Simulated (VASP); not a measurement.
# Sb (Im-3m) in VASP: further runs

Runs on Sb. Level: PBEsol. Tasks: single point.

Everything below comes from runs of VASP 6.6.1. Logs are shortened: lines on timing, memory, paths and dates and some standing lists are left out, and cuts for length are marked.

**1. The cell of the first run**

The structure is cubic, space group Im-3m (No. 229). The conventional cell has a = 3.519 Å, b = 3.519 Å, c = 3.519 Å, α = 90.00°, β = 90.00°, γ = 90.00°. Within 4.0 Å of Sb (site symmetry m-3m) lie 14 Sb at 3.05 to 3.52 Å.

**2. Single point, PBEsol (volume scaled by 0.84)**

Contents of INCAR:

```
SYSTEM = Sb
PREC     = Accurate       ! precision mode
ENCUT    = 520            ! plane-wave cutoff, eV
EDIFF    = 1E-6           ! SCF threshold, eV
ISMEAR   = -1             ! smearing method
SIGMA    = 0.05           ! smearing width, eV
LREAL    = .FALSE.        ! projectors in reciprocal space
LASPH    = .TRUE.         ! aspherical terms in the spheres
NELM     = 100            ! most SCF steps
ALGO     = Normal         ! electronic algorithm
ISIF     = 2              ! what is computed and relaxed
LWAVE    = .FALSE.        ! write WAVECAR
LCHARG   = .FALSE.        ! write CHGCAR
GGA      = PS             ! functional
NBANDS   = 8              ! bands
```

Contents of KPOINTS:

```
regular mesh
0
G
  16 16 16
  0 0 0
```

Contents of POSCAR:

```
Sb
1.0
   -1.7595185816      1.7595185816      1.7595185816
    1.7595185816     -1.7595185816      1.7595185816
    1.7595185816      1.7595185816     -1.7595185816
Sb
1
Direct
    0.0000000000      0.0000000000      0.0000000000
```

Potentials or basis: VASP PAW PBE potentials, release 64 (Sb).

Command:

```sh
cat potpaw_PBE.64/Sb/POTCAR > POTCAR
mpirun -np 1 vasp_std > vasp.out
```

OUTCAR:

```text
SYSTEM = Sb
   PREC = Accurate
   ENCUT = 520
   EDIFF = 1E-6
   ISMEAR = -1
   LREAL = .FALSE.
   LASPH = .TRUE.
   NELM = 100
   ISIF = 2
   GGA = PS

 ion  position               nearest neighbor table
   1  0.000  0.000  0.000-

  LATTYP: Found a body centered cubic cell.
 ALAT       =     3.5190371632

  Lattice vectors:

 A1 = (  -1.7595185816,   1.7595185816,   1.7595185816)
 A2 = (   1.7595185816,  -1.7595185816,   1.7595185816)
 A3 = (   1.7595185816,   1.7595185816,  -1.7595185816)

Analysis of symmetry for initial positions (statically):
=====================================================================
 Subroutine PRICEL returns:
 Original cell was already a primitive cell.

 Routine SETGRP: Setting up the symmetry group for a
 body centered cubic supercell.

 Subroutine GETGRP returns: Found 48 space group operations
 (whereof 48 operations were pure point group operations)
 out of a pool of 48 trial point group operations.

The static configuration has the point symmetry O_h .

Analysis of symmetry for dynamics (positions and initial velocities):
=====================================================================
 Subroutine PRICEL returns:
 Original cell was already a primitive cell.

 Routine SETGRP: Setting up the symmetry group for a
 body centered cubic supercell.

 Subroutine GETGRP returns: Found 48 space group operations
 (whereof 48 operations were pure point group operations)
 out of a pool of 48 trial point group operations.

The dynamic configuration has the point symmetry O_h .

 Subroutine INISYM returns: Found 48 space group operations
 (whereof 48 operations are pure point group operations),
 and found     1 'primitive' translations

----------------------------------------------------------------------------------------

                                     Primitive cell

  volume of cell :      21.7892

  direct lattice vectors                    reciprocal lattice vectors
    -1.759518582  1.759518582  1.759518582     0.000000000  0.284168639  0.284168639
     1.759518582 -1.759518582  1.759518582     0.284168639  0.000000000  0.284168639
     1.759518582  1.759518582 -1.759518582     0.284168639  0.284168639  0.000000000

  length of vectors
     3.047575580  3.047575580  3.047575580     0.401875143  0.401875143  0.401875143

  position of ions in fractional coordinates (direct lattice)
     0.000000000  0.000000000  0.000000000

  ion indices of the primitive-cell ions
   primitive index   ion index
                 1           1

----------------------------------------------------------------------------------------

 KPOINTS: regular mesh

Automatic generation of k-mesh.
 Grid dimensions read from file:
 generate k-points for:   16   16   16

 Generating k-lattice:

  Cartesian coordinates                     Fractional coordinates (reciprocal lattice)
     0.000000000  0.017760540  0.017760540     0.062500000  0.000000000  0.000000000
     0.017760540  0.000000000  0.017760540     0.000000000  0.062500000  0.000000000
     0.017760540  0.017760540  0.000000000     0.000000000  0.000000000  0.062500000

  Length of vectors
     0.025117196  0.025117196  0.025117196

  Shift w.r.t. Gamma in fractional coordinates (k-lattice)
     0.000000000  0.000000000  0.000000000

 Subroutine IBZKPT returns following result:
 ===========================================

 Found    145 irreducible k-points:

 Following reciprocal coordinates:
            Coordinates               Weight
  0.000000  0.000000  0.000000      1.000000
  0.062500  0.000000  0.000000     12.000000
  0.125000  0.000000  0.000000     12.000000
  0.187500  0.000000  0.000000     12.000000
  0.250000  0.000000  0.000000     12.000000
  0.312500  0.000000  0.000000     12.000000
[... 16 lines left out ...]
  0.187500  0.187500  0.000000     24.000000
  0.250000  0.187500  0.000000     48.000000
 [... further k-points ...]
   k-points           NKPTS =    145   k-points in BZ     NKDIM =    145   number of bands    NBANDS=      8
   number of dos      NEDOS =    301   number of ions     NIONS =      1
   total plane-waves  NPLWV =  13824
   dimension x,y,z NGX =    24 NGY =   24 NGZ =   24
   dimension x,y,z NGXF=    48 NGYF=   48 NGZF=   48
   ions per type =               1
   NGX,Y,Z   is equivalent  to a cutoff of  13.09, 13.09, 13.09 a.u.
   NGXF,Y,Z  is equivalent  to a cutoff of  26.18, 26.18, 26.18 a.u.
 SYSTEM =  Sb
   PREC   = accura    normal or accurate (medium, high low for compatibility)
   ISTART =      0    job   : 0-new  1-cont  2-samecut
   ICHARG =      2    charge: 1-file 2-atom 10-const
   ISPIN  =      1    spin polarized calculation?
   LNONCOLLINEAR =      F non collinear calculations
   LSORBIT =      F    spin-orbit coupling
   LASPH  =      T    aspherical Exc in radial PAW
   ENCUT  =  520.0 eV  38.22 Ry    6.18 a.u.   5.67  5.67  5.67*2*pi/ulx,y,z
   NELM   =    100;   NELMIN=  2; NELMDL= -5     # of ELM steps
   EDIFF  = 0.1E-05   stopping-criterion for ELM
   LREAL  =      F    real-space projection
   EDIFFG = 0.1E-04   stopping-criterion for IOM
   NSW    =      0    number of steps for IOM
   IBRION =     -1    ionic relax: 0-MD 1-quasi-New 2-CG
   NFREE  =      0    steps in history (QN), initial steepest desc. (CG)
   ISIF   =      2    stress and relaxation
   ISYM   =      2    0-nonsym 1-usesym 2-fastsym
   POTIM  = 0.5000    time-step for ionic-motion
   TEBEG  =    0.0;   TEEND  =   0.0 temperature during run
   PSTRESS=    0.0 pullay stress
   NELECT =       5.0000    total number of electrons
   NUPDOWN=      -1.0000    fix difference up-down
   EMIN   =  10.00;   EMAX   =-10.00  energy-range for DOS
   EFERMI =   0.00;   METHOD = LEGACY
   ISMEAR =    -1;   SIGMA  =   0.05  broadening in eV -4-tet -1-fermi 0-gaus
   EFERMI_NEDOS =   21; number of points for ismear=-14 and -15
   IALGO  =     38    algorithm
   IMIX   =      4    mixing-type and parameters
     AMIX     =   0.40;   BMIX     =  1.00
     AMIX_MAG =   1.60;   BMIX_MAG =  1.00
  volume/ion in A,a.u.               =      21.79       147.04
  Fermi-wavevector in a.u.,A,eV,Ry     =   1.002269  1.894014 13.667640  1.004543
  Thomas-Fermi vector in A             =   2.134745
   LORBIT       =      0    0 simple, 1 ext, 2 COOP (PROOUT), +10 PAW based schemes
   GGA     = PS    functional components
   LHFCALC =     F    Hartree Fock is set to
   AEXX    =    0.0000 exact exchange contribution
   IVDW    =     0    specifies the selected vdW correction
   LEPSILON=     F    determine dielectric tensor
   LRPA    =     F    only Hartree local field effects (RPA)
 non-spin polarized calculation
  energy-cutoff  :      520.00
  volume of cell :       21.79
 maximum number of plane-waves:       604
   NGX = 11   NGY = 11   NGZ = 11

 number of electron       5.0000000 magnetization

 Free energy of the ion-electron system (eV)
  ---------------------------------------------------
  ext. energy  EPLUGINS =         0.00000000
  ---------------------------------------------------
  free energy    TOTEN  =        -4.19023475 eV

  energy without entropy =       -4.18662922  energy(sigma->0) =       -4.18843199

 E-fermi :  11.3645     XC(G=0): -11.2716

 val. band max:       11.3633686981   @ k =  -0.3750   0.4375   0.3125
 cond. band min:      11.3811726625   @ k =   0.5000   0.5000   0.1875
 fundamental gap:      0.0178039644
 Fermi energy:        11.3645490647

 k-point     1 :       0.0000    0.0000    0.0000
  band No.  band energies     occupation
      1      -3.3817      2.00000
      2      18.6930      0.00000
      3      18.6930      0.00000
      4      18.6930      0.00000
      5      22.8209      0.00000
      6      22.8209      0.00000
      7      22.8209      0.00000
      8      23.2776      0.00000

 k-point     2 :       0.0625    0.0000    0.0000
  band No.  band energies     occupation
      1      -3.2823      2.00000
      2      17.8057      0.00000
      3      18.2555      0.00000
      4      18.5577      0.00000
      5      21.9048      0.00000
      6      21.9581      0.00000
      7      22.9705      0.00000
      8      23.3262      0.00000

 k-point     3 :       0.1250    0.0000    0.0000
  band No.  band energies     occupation
      1      -2.9843      2.00000
      2      15.8162      0.00000
      3      17.3240      0.00000
      4      18.1677      0.00000
      5      20.9718      0.00000
      6      21.0542      0.00000
      7      22.7530      0.00000
      8      23.9425      0.00000

 k-point     4 :       0.1875    0.0000    0.0000
  band No.  band energies     occupation
      1      -2.4880      2.00000
      2      13.5156      0.00000
      3      16.3090      0.00000
      4      17.6085      0.00000
      5      20.2282      0.00000
      6      20.2924      0.00000
      7      22.9149      0.00000
      8      24.3458      0.00000

 k-point     5 :       0.2500    0.0000    0.0000
  band No.  band energies     occupation
      1      -1.7949      2.00000
      2      11.2104      1.91245
      3      15.3766      0.00000
      4      17.0106      0.00000
      5      19.6351      0.00000
      6      19.6744      0.00000
      7      23.4023      0.00000
      8      24.8180      0.00000
[... 177 lines left out ...]
 k-point    22 :       0.4375    0.1250    0.0000
  band No.  band energies     occupation
      1       2.3190      2.00000
      2       4.6127      2.00000
      3      11.5670      0.03431
      4      14.6852      0.00000
      5      19.3312      0.00000
      6      21.5977      0.00000
      7      25.3036      0.00000
      8      25.7314      0.00000

 k-point    23 :       0.1875    0.1875    0.0000
  band No.  band energies     occupation
      1      -0.7144      2.00000
      2       9.9322      2.00000
      3      11.8046      0.00030
      4      15.4123      0.00000
      5      20.6635      0.00000
      6      21.2315      0.00000
      7      24.3202      0.00000
      8      25.4977      0.00000

 k-point    24 :       0.2500    0.1875    0.0000
  band No.  band energies     occupation
      1       0.2496      2.00000
      2       8.3278      2.00000
      3      10.7392      1.99999
      4      14.9169      0.00000
      5      20.4931      0.00000
      6      21.7570      0.00000
      7      24.4443      0.00000
      8      26.7093      0.00000

 [... further k-points ...]

------------------------ aborting loop because EDIFF is reached ----------------------------------------

  FORCE on cell =-STRESS in cart. coord.  units (eV):
  Direction    XX          YY          ZZ          XY          YZ          ZX
  --------------------------------------------------------------------------------------
  -------------------------------------------------------------------------------------
  Total        2.4636147      2.4636147      2.4636147      0.0000000     -0.0000000      0.0000000
  in kB      181.1514449    181.1514449    181.1514449      0.0000000     -0.0000000      0.0000000
  external PRESSURE =     181.1514449 kB  Pullay stress =       0.0000000 kB

 VOLUME and BASIS-vectors are now :
 -----------------------------------------------------------------------------
  energy-cutoff  :      520.00
  volume of cell :       21.79
      direct lattice vectors                 reciprocal lattice vectors
    -1.759518582  1.759518582  1.759518582     0.000000000  0.284168639  0.284168639
     1.759518582 -1.759518582  1.759518582     0.284168639  0.000000000  0.284168639
     1.759518582  1.759518582 -1.759518582     0.284168639  0.284168639  0.000000000

 POSITION                                       TOTAL-FORCE (eV/Angst)
 -----------------------------------------------------------------------------------
      0.00000      0.00000      0.00000         0.000000     -0.000000      0.000000
 -----------------------------------------------------------------------------------
    total drift:                                0.000000     -0.000000     -0.000000

  FREE ENERGIE OF THE ION-ELECTRON SYSTEM (eV)
  ---------------------------------------------------
  free  energy   TOTEN  =        -4.1902347536 eV

  energy  without entropy=       -4.1866292185  energy(sigma->0) =       -4.18843199
```

Wall time 6.6 s (1 thread of Intel Xeon 6975P-C (Granite Rapids), shared host); peak memory 0.15 GiB.

What came out:

```
Free energy : -4.1902 eV
Pressure    : 18.1 GPa
```

Levels at points of the mesh, in eV from the Fermi level:
| k point | band 1 | band 2 | band 3 | band 4 | band 5 | band 6 | band 7 | band 8 |
| --- | --- | --- | --- | --- | --- | --- | --- | --- |
| (0.00, 0.00, 0.00) | -14.75 | 7.33 | 7.33 | 7.33 | 11.46 | 11.46 | 11.46 | 11.91 |
| (0.50, 0.00, 0.00) | -9.29 | -7.07 | 2.18 | 4.35 | 7.23 | 7.25 | 15.35 | 16.33 |
| (0.50, 0.50, 0.50) | -4.49 | -2.55 | -2.55 | -2.55 | 2.48 | 2.48 | 18.60 | 18.89 |

Caveat: the PAW data sets were made with another functional, which shifts forces and pressure a little; spin-orbit coupling is left out, which moves the levels of the heavy elements.

[end of part 1 of 2]
